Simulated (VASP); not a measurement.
# TiHg (P4/mmm) in VASP: notebook

Runs on TiHg. Level: LDA. Tasks: electric field gradients.

Program: VASP 6.6.1. These are calculated values, not measurements. Logs are shortened: lines on timing, memory, paths and dates and some standing lists are left out, and cuts for length are marked.

## (1) The cell of the first run

It takes space group P4/mmm (No. 123, tetragonal). Conventional cell: a = 3.029 Å, b = 3.029 Å, c = 4.068 Å, α = 90.00°, β = 90.00°, γ = 90.00°. Within 3.9 Å of Ti (site symmetry 4/mmm) lie 8 Hg at 2.95 Å and 4 Ti at 3.03 Å. Hg (site symmetry 4/mmm) has 8 Ti at 2.95 Å and 4 Hg at 3.03 Å within 3.9 Å.

## (2) Electric field gradients, LDA (18.66 Å³/atom)

INCAR reads:

```
ALGO = Normal ; EDIFF = 1E-8
ENCUT = 520 ; ISIF = 2
ISMEAR = -1 ; LASPH = T
LCHARG = F ; LEFG = T
LREAL = F ; LWAVE = F
NBANDS = 19 ; NELM = 60
PREC = Accurate ; SIGMA = 0.08
```

KPOINTS reads:

```
k-points
0
Gamma
  14 14 10
```

POSCAR reads:

```
TiHg
1.0
    3.0289277331      0.0000000000      0.0000000000
    0.0000000000      3.0289277331      0.0000000000
    0.0000000000      0.0000000000      4.0677623693
Ti Hg
1 1
Direct
    0.5000000000      0.5000000000      0.5000000000
    0.0000000000      0.0000000000      0.0000000000
```

Potentials or basis: VASP PAW LDA potentials, release 64 (Ti_sv, Hg).

The run is started by

```
cat potpaw_LDA.64/Ti_sv/POTCAR potpaw_LDA.64/Hg/POTCAR > POTCAR
mpirun -np 1 vasp_std > vasp.out
```

OUTCAR:

```text
EDIFF = 1E-8
   ENCUT = 520
   ISIF = 2
   ISMEAR = -1
   LASPH = T
   LREAL = F
   NELM = 60
   PREC = Accurate

 ion  position               nearest neighbor table
   1  0.500  0.500  0.500-   2 2.95   2 2.95   2 2.95   2 2.95   2 2.95   2 2.95   2 2.95   2 2.95

   2  0.000  0.000  0.000-   1 2.95   1 2.95   1 2.95   1 2.95   1 2.95   1 2.95   1 2.95   1 2.95

  LATTYP: Found a simple tetragonal cell.
 ALAT       =     3.0289277331
 C/A-ratio  =     1.3429710867

  Lattice vectors:

 A1 = (   3.0289277331,   0.0000000000,   0.0000000000)
 A2 = (   0.0000000000,   3.0289277331,   0.0000000000)
 A3 = (   0.0000000000,   0.0000000000,   4.0677623693)

Analysis of symmetry for initial positions (statically):
=====================================================================
 Subroutine PRICEL returns:
 Original cell was already a primitive cell.

 Routine SETGRP: Setting up the symmetry group for a
 simple tetragonal supercell.

 Subroutine GETGRP returns: Found 16 space group operations
 (whereof 16 operations were pure point group operations)
 out of a pool of 16 trial point group operations.

The static configuration has the point symmetry D_4h.

Analysis of symmetry for dynamics (positions and initial velocities):
=====================================================================
 Subroutine PRICEL returns:
 Original cell was already a primitive cell.

 Routine SETGRP: Setting up the symmetry group for a
 simple tetragonal supercell.

 Subroutine GETGRP returns: Found 16 space group operations
 (whereof 16 operations were pure point group operations)
 out of a pool of 16 trial point group operations.

The dynamic configuration has the point symmetry D_4h.

 Subroutine INISYM returns: Found 16 space group operations
 (whereof 16 operations are pure point group operations),
 and found     1 'primitive' translations

----------------------------------------------------------------------------------------

                                     Primitive cell

  volume of cell :      37.3193

  direct lattice vectors                    reciprocal lattice vectors
     3.028927733  0.000000000  0.000000000     0.330149838  0.000000000  0.000000000
     0.000000000  3.028927733  0.000000000     0.000000000  0.330149838  0.000000000
     0.000000000  0.000000000  4.067762369     0.000000000  0.000000000  0.245835403

  length of vectors
     3.028927733  3.028927733  4.067762369     0.330149838  0.330149838  0.245835403

  position of ions in fractional coordinates (direct lattice)
     0.500000000  0.500000000  0.500000000
     0.000000000  0.000000000  0.000000000

  ion indices of the primitive-cell ions
   primitive index   ion index
                 1           1
                 2           2

----------------------------------------------------------------------------------------

 KPOINTS: k-points

Automatic generation of k-mesh.
 Grid dimensions read from file:
 generate k-points for:   14   14   10

 Generating k-lattice:

  Cartesian coordinates                     Fractional coordinates (reciprocal lattice)
     0.023582131  0.000000000  0.000000000     0.071428571  0.000000000  0.000000000
     0.000000000  0.023582131  0.000000000     0.000000000  0.071428571  0.000000000
     0.000000000  0.000000000  0.024583540     0.000000000  0.000000000  0.100000000

  Length of vectors
     0.023582131  0.023582131  0.024583540

  Shift w.r.t. Gamma in fractional coordinates (k-lattice)
     0.000000000  0.000000000  0.000000000

 Subroutine IBZKPT returns following result:
 ===========================================

 Found    216 irreducible k-points:

 Following reciprocal coordinates:
            Coordinates               Weight
  0.000000  0.000000  0.000000      1.000000
  0.071429  0.000000  0.000000      4.000000
  0.142857  0.000000  0.000000      4.000000
  0.214286  0.000000  0.000000      4.000000
  0.285714  0.000000  0.000000      4.000000
  0.357143  0.000000  0.000000      4.000000
[... 16 lines left out ...]
  0.285714  0.214286  0.000000      8.000000
  0.357143  0.214286  0.000000      8.000000
 [... further k-points ...]
   k-points           NKPTS =    216   k-points in BZ     NKDIM =    216   number of bands    NBANDS=     19
   number of dos      NEDOS =    301   number of ions     NIONS =      2
   total plane-waves  NPLWV =  17280
   dimension x,y,z NGX =    24 NGY =   24 NGZ =   30
   dimension x,y,z NGXF=    48 NGYF=   48 NGZF=   60
   ions per type =               1   1
   NGX,Y,Z   is equivalent  to a cutoff of  13.17, 13.17, 12.26 a.u.
   NGXF,Y,Z  is equivalent  to a cutoff of  26.35, 26.35, 24.52 a.u.
 SYSTEM =  unknown system
   PREC   = accura    normal or accurate (medium, high low for compatibility)
   ISTART =      0    job   : 0-new  1-cont  2-samecut
   ICHARG =      2    charge: 1-file 2-atom 10-const
   ISPIN  =      1    spin polarized calculation?
   LNONCOLLINEAR =      F non collinear calculations
   LSORBIT =      F    spin-orbit coupling
   LASPH  =      T    aspherical Exc in radial PAW
   ENCUT  =  520.0 eV  38.22 Ry    6.18 a.u.   5.63  5.63  7.56*2*pi/ulx,y,z
   NELM   =     60;   NELMIN=  2; NELMDL= -5     # of ELM steps
   EDIFF  = 0.1E-07   stopping-criterion for ELM
   LREAL  =      F    real-space projection
   EDIFFG = 0.1E-06   stopping-criterion for IOM
   NSW    =      0    number of steps for IOM
   IBRION =     -1    ionic relax: 0-MD 1-quasi-New 2-CG
   NFREE  =      0    steps in history (QN), initial steepest desc. (CG)
   ISIF   =      2    stress and relaxation
   ISYM   =      2    0-nonsym 1-usesym 2-fastsym
   POTIM  = 0.5000    time-step for ionic-motion
   TEBEG  =    0.0;   TEEND  =   0.0 temperature during run
   PSTRESS=    0.0 pullay stress
   NELECT =      24.0000    total number of electrons
   NUPDOWN=      -1.0000    fix difference up-down
   EMIN   =  10.00;   EMAX   =-10.00  energy-range for DOS
   EFERMI =   0.00;   METHOD = LEGACY
   ISMEAR =    -1;   SIGMA  =   0.08  broadening in eV -4-tet -1-fermi 0-gaus
   EFERMI_NEDOS =   21; number of points for ismear=-14 and -15
   IALGO  =     38    algorithm
   IMIX   =      4    mixing-type and parameters
     AMIX     =   0.40;   BMIX     =  1.00
     AMIX_MAG =   1.60;   BMIX_MAG =  1.00
  volume/ion in A,a.u.               =      18.66       125.92
  Fermi-wavevector in a.u.,A,eV,Ry     =   1.413082  2.670338 27.168134  1.996801
  Thomas-Fermi vector in A             =   2.534765
   LORBIT       =      0    0 simple, 1 ext, 2 COOP (PROOUT), +10 PAW based schemes
   GGA     = CA    functional components
   LHFCALC =     F    Hartree Fock is set to
   AEXX    =    0.0000 exact exchange contribution
   IVDW    =     0    specifies the selected vdW correction
   LEPSILON=     F    determine dielectric tensor
   LRPA    =     F    only Hartree local field effects (RPA)
 non-spin polarized calculation
  energy-cutoff  :      520.00
  volume of cell :       37.32
 maximum number of plane-waves:      1026
 NGX is ok and might be reduce to    24
   NGX = 11   NGY = 11   NGZ = 15

 number of electron      24.0000007 magnetization

 Free energy of the ion-electron system (eV)
  ---------------------------------------------------
  ext. energy  EPLUGINS =         0.00000000
  ---------------------------------------------------
  free energy    TOTEN  =        -9.80372347 eV

  energy without entropy =       -9.74562256  energy(sigma->0) =       -9.77467301

 E-fermi :   6.0278     XC(G=0): -11.9691

 val. band max:        6.0276653362   @ k =   0.2143   0.0000   0.0000
 cond. band min:       6.0285724551   @ k =   0.2857   0.0714   0.5000
 fundamental gap:      0.0009071189
 Fermi energy:         6.0277597376

 k-point     1 :       0.0000    0.0000    0.0000
  band No.  band energies     occupation
      1     -50.3850      2.00000
      2     -27.1527      2.00000
      3     -26.8244      2.00000
      4     -26.8244      2.00000
      5      -3.2222      2.00000
      6      -2.4380      2.00000
[... 11 lines left out ...]
     18      14.5673      0.00000
     19      14.5673      0.00000

 k-point     2 :       0.0714    0.0000    0.0000
  band No.  band energies     occupation
      1     -50.3837      2.00000
      2     -27.1515      2.00000
      3     -26.8372      2.00000
      4     -26.8234      2.00000
      5      -3.1192      2.00000
      6      -2.3912      2.00000
[... 476 lines left out ...]
 k-point    24 :       0.3571    0.2143    0.0000
  band No.  band energies     occupation
      1     -50.3536      2.00000
      2     -27.1219      2.00000
      3     -27.0181      2.00000
      4     -26.9022      2.00000
      5      -1.7011      2.00000
      6      -1.6495      2.00000
[... 11 lines left out ...]
     18      13.1075      0.00000
     19      14.9282      0.00000

 [... further k-points ...]
[... 5 lines left out ...]
  --------------------------------------------------------------------------------------
  -------------------------------------------------------------------------------------
  Total       -1.8494804     -1.8494804     -1.7373460      0.0000000     -0.0000000      0.0000000
  in kB      -79.4011715    -79.4011715    -74.5870622      0.0000000     -0.0000000      0.0000000
  external PRESSURE =     -77.7964684 kB  Pullay stress =       0.0000000 kB

 VOLUME and BASIS-vectors are now :
 -----------------------------------------------------------------------------
  energy-cutoff  :      520.00
  volume of cell :       37.32
      direct lattice vectors                 reciprocal lattice vectors
     3.028927733  0.000000000  0.000000000     0.330149838  0.000000000  0.000000000
     0.000000000  3.028927733  0.000000000     0.000000000  0.330149838  0.000000000
     0.000000000  0.000000000  4.067762369     0.000000000  0.000000000  0.245835403

 POSITION                                       TOTAL-FORCE (eV/Angst)
 -----------------------------------------------------------------------------------
      1.51446      1.51446      2.03388         0.000000      0.000000      0.000000
      0.00000      0.00000      0.00000         0.000000      0.000000      0.000000
 -----------------------------------------------------------------------------------
    total drift:                                0.000000      0.000000     -0.000000

  FREE ENERGIE OF THE ION-ELECTRON SYSTEM (eV)
  ---------------------------------------------------
  free  energy   TOTEN  =        -9.8037234677 eV

  energy  without entropy=       -9.7456225592  energy(sigma->0) =       -9.77467301

 Electric field gradients (V/A^2)
---------------------------------------------------------------------
 ion       V_xx      V_yy      V_zz      V_xy      V_xz      V_yz
---------------------------------------------------------------------
   1     -12.621   -12.621    25.242    -0.000    -0.000     0.000
   2     101.624   101.624  -203.249    -0.000    -0.000     0.000
---------------------------------------------------------------------

 Electric field gradients after diagonalization (V/A^2)
 (convention: |V_zz| > |V_xx| > |V_yy|)
----------------------------------------------------------------------
 ion       V_xx      V_yy      V_zz     asymmetry (V_yy - V_xx)/ V_zz
----------------------------------------------------------------------
   1     -12.621   -12.621    25.242       0.000
   2     101.624   101.624  -203.249       0.000
----------------------------------------------------------------------

           NMR quadrupolar parameters

 Cq : quadrupolar parameter    Cq=e*Q*V_zz/h
 eta: asymmetry parameters     (V_yy - V_xx)/ V_zz
 Q  : nuclear electric quadrupole moment in mb (millibarn)
----------------------------------------------------------------------
 ion       Cq(MHz)       eta       Q (mb)
----------------------------------------------------------------------
   1       0.061       0.000       1.000
   2      -0.491       0.000       1.000
----------------------------------------------------------------------
```

Run time: 78 s. Hardware: 1 thread of Intel Xeon Platinum 8488C (Sapphire Rapids), shared host; peak memory 0.26 GiB.

Results:

```
Free energy                             : -9.8037 eV
Pressure                                : -7.8 GPa
Band gap on the k mesh                  : zero (bands 12 and 13 overlap by 1.07 eV)
Largest electric field gradient by atom : Ti +25.2; Hg -203.2 V/Å²
```

Electric field gradients, principal values (V/Å²):
```tsv
atom	least	middle	greatest (by size)
1 Ti	-12.621	-12.621	25.242
2 Hg	101.624	101.624	-203.249
```

Caveat: the cell stands under tension; without QUAD_EFG the Cq values of the log hold for a quadrupole moment of 1 mb, not for the nuclei; spin-orbit coupling is left out, which moves the levels of the heavy elements.

## (3) Electric field gradients, LDA (18.66 Å³/atom)

INCAR reads:

```
SYSTEM = TiHg
PREC = Accurate
ENCUT = 520
EDIFF = 1E-8
ISMEAR = -1
SIGMA = 0.08
LREAL = .False.
LASPH = .True.
NELM = 100
ALGO = Normal
ISIF = 2
LWAVE = .False.
LCHARG = .False.
GGA = CA
LEFG = .True.
NBANDS = 19
```

KPOINTS reads:

```
Automatic mesh
0
Gamma
  14 14 10
  0 0 0
```

POSCAR is that of step 2.

Potentials or basis: VASP PAW LDA potentials, release 64 (Ti_sv, Hg).

The run is started by

```
cat potpaw_LDA.64/Ti_sv/POTCAR potpaw_LDA.64/Hg/POTCAR > POTCAR
mpirun -np 1 vasp_std > vasp.out
```

OUTCAR:

```text
SYSTEM = TiHg
   PREC = Accurate
   ENCUT = 520
   EDIFF = 1E-8
   ISMEAR = -1
   LREAL = .False.
   LASPH = .True.
   NELM = 100
   ISIF = 2
   GGA = CA

 ion  position               nearest neighbor table
   1  0.500  0.500  0.500-   2 2.95   2 2.95   2 2.95   2 2.95   2 2.95   2 2.95   2 2.95   2 2.95

   2  0.000  0.000  0.000-   1 2.95   1 2.95   1 2.95   1 2.95   1 2.95   1 2.95   1 2.95   1 2.95

  LATTYP: Found a simple tetragonal cell.
 ALAT       =     3.0289277331
 C/A-ratio  =     1.3429710867

  Lattice vectors:

 A1 = (   3.0289277331,   0.0000000000,   0.0000000000)
 A2 = (   0.0000000000,   3.0289277331,   0.0000000000)
 A3 = (   0.0000000000,   0.0000000000,   4.0677623693)

Analysis of symmetry for initial positions (statically):
=====================================================================
 Subroutine PRICEL returns:
 Original cell was already a primitive cell.

 Routine SETGRP: Setting up the symmetry group for a
 simple tetragonal supercell.

 Subroutine GETGRP returns: Found 16 space group operations
 (whereof 16 operations were pure point group operations)
 out of a pool of 16 trial point group operations.

The static configuration has the point symmetry D_4h.

Analysis of symmetry for dynamics (positions and initial velocities):
=====================================================================
 Subroutine PRICEL returns:
 Original cell was already a primitive cell.

 Routine SETGRP: Setting up the symmetry group for a
 simple tetragonal supercell.

 Subroutine GETGRP returns: Found 16 space group operations
 (whereof 16 operations were pure point group operations)
 out of a pool of 16 trial point group operations.

[... 149 lines left out ...]

 val. band max:        6.0276653362   @ k =   0.2143   0.0000   0.0000
 cond. band min:       6.0285724551   @ k =   0.2857   0.0714   0.5000
 fundamental gap:      0.0009071189
 Fermi energy:         6.0277597376

 k-point     1 :       0.0000    0.0000    0.0000
  band No.  band energies     occupation
      1     -50.3850      2.00000
      2     -27.1527      2.00000
      3     -26.8244      2.00000
      4     -26.8244      2.00000
      5      -3.2222      2.00000
      6      -2.4380      2.00000
[... 505 lines left out ...]
      6      -1.6495      2.00000
[... 11 lines left out ...]
     18      13.1075      0.00000
     19      14.9282      0.00000

 [... further k-points ...]
[... 5 lines left out ...]
  --------------------------------------------------------------------------------------
  -------------------------------------------------------------------------------------
  Total       -1.8494804     -1.8494804     -1.7373460      0.0000000     -0.0000000      0.0000000
  in kB      -79.4011715    -79.4011715    -74.5870622      0.0000000     -0.0000000      0.0000000
  external PRESSURE =     -77.7964684 kB  Pullay stress =       0.0000000 kB

 VOLUME and BASIS-vectors are now :
 -----------------------------------------------------------------------------
  energy-cutoff  :      520.00
  volume of cell :       37.32
      direct lattice vectors                 reciprocal lattice vectors
     3.028927733  0.000000000  0.000000000     0.330149838  0.000000000  0.000000000
     0.000000000  3.028927733  0.000000000     0.000000000  0.330149838  0.000000000
     0.000000000  0.000000000  4.067762369     0.000000000  0.000000000  0.245835403

 POSITION                                       TOTAL-FORCE (eV/Angst)
 -----------------------------------------------------------------------------------
      1.51446      1.51446      2.03388         0.000000      0.000000      0.000000
      0.00000      0.00000      0.00000         0.000000      0.000000      0.000000
 -----------------------------------------------------------------------------------
    total drift:                                0.000000      0.000000     -0.000000

  FREE ENERGIE OF THE ION-ELECTRON SYSTEM (eV)
  ---------------------------------------------------
  free  energy   TOTEN  =        -9.8037234677 eV

  energy  without entropy=       -9.7456225592  energy(sigma->0) =       -9.77467301

 Electric field gradients (V/A^2)
---------------------------------------------------------------------
 ion       V_xx      V_yy      V_zz      V_xy      V_xz      V_yz
---------------------------------------------------------------------
   1     -12.621   -12.621    25.242    -0.000    -0.000     0.000
   2     101.624   101.624  -203.249    -0.000    -0.000     0.000
---------------------------------------------------------------------

 Electric field gradients after diagonalization (V/A^2)
 (convention: |V_zz| > |V_xx| > |V_yy|)
----------------------------------------------------------------------
 ion       V_xx      V_yy      V_zz     asymmetry (V_yy - V_xx)/ V_zz
----------------------------------------------------------------------
   1     -12.621   -12.621    25.242       0.000
   2     101.624   101.624  -203.249       0.000
----------------------------------------------------------------------

           NMR quadrupolar parameters

 Cq : quadrupolar parameter    Cq=e*Q*V_zz/h
 eta: asymmetry parameters     (V_yy - V_xx)/ V_zz
 Q  : nuclear electric quadrupole moment in mb (millibarn)
----------------------------------------------------------------------
 ion       Cq(MHz)       eta       Q (mb)
----------------------------------------------------------------------
   1       0.061       0.000       1.000
   2      -0.491       0.000       1.000
----------------------------------------------------------------------
```

stdout:

```text
POSCAR found type information on POSCAR TiHg
 POSCAR found :  2 types and       2 ions
 scaLAPACK will be used
 LDA part: xc-table for (Slater(with rela. corr.)+CA(PZ))
 , standard interpolation
 POSCAR, INCAR and KPOINTS ok, starting setup
 FFT: planning ... GRIDC
 FFT: planning ... GRID_SOFT
 FFT: planning ... GRID
 WAVECAR not read
 entering main loop
ion   1

ion   2
```

Wall time 82 s (1 thread of Intel Xeon Platinum 8488C (Sapphire Rapids), shared host); peak memory 0.25 GiB.

Results:

```yaml
Free_energy: -9.8037 eV
Pressure: -7.8 GPa
Band_gap_on_the_k_mesh: zero (bands 12 and 13 overlap by 1.07 eV)
Largest_electric_field_gradient_by_atom: Ti +25.2; Hg -203.2 V/Å²
```

Levels at points of the mesh, in eV from the Fermi level:
```
           k point  band 8  band 9  band 10  band 11  band 12  band 13  band 14  band 15  band 16  band 17
(0.00, 0.00, 0.00)   -6.96   -6.96    -6.50    -0.44    -0.32     1.24     1.88     1.88     2.38     7.25
(0.50, 0.00, 0.00)   -7.14   -6.79    -3.69    -3.52    -1.02    -0.41     1.11     1.69     3.48     7.84
(0.50, 0.50, 0.00)   -7.38   -5.81    -2.15     0.30     0.30     1.14     1.14     1.32     3.10     4.04
(0.00, 0.00, 0.50)   -6.92   -6.48    -6.38    -4.58    -0.70     0.72     1.16     1.16     2.31    11.96
(0.50, 0.00, 0.50)   -6.92   -6.83    -3.62    -1.65    -0.72    -0.27     1.56     1.87     1.90     3.47
(0.50, 0.50, 0.50)   -6.67   -5.81    -2.01    -1.65    -1.65     1.11     1.55     3.10     5.66     5.66
```

Electric field gradients, principal values (V/Å²):
```csv
atom,least,middle,greatest (by size)
1 Ti,-12.621,-12.621,25.242
2 Hg,101.624,101.624,-203.249
```

Caveat: the cell stands under tension; without QUAD_EFG the Cq values of the log hold for a quadrupole moment of 1 mb, not for the nuclei; spin-orbit coupling is left out, which moves the levels of the heavy elements.
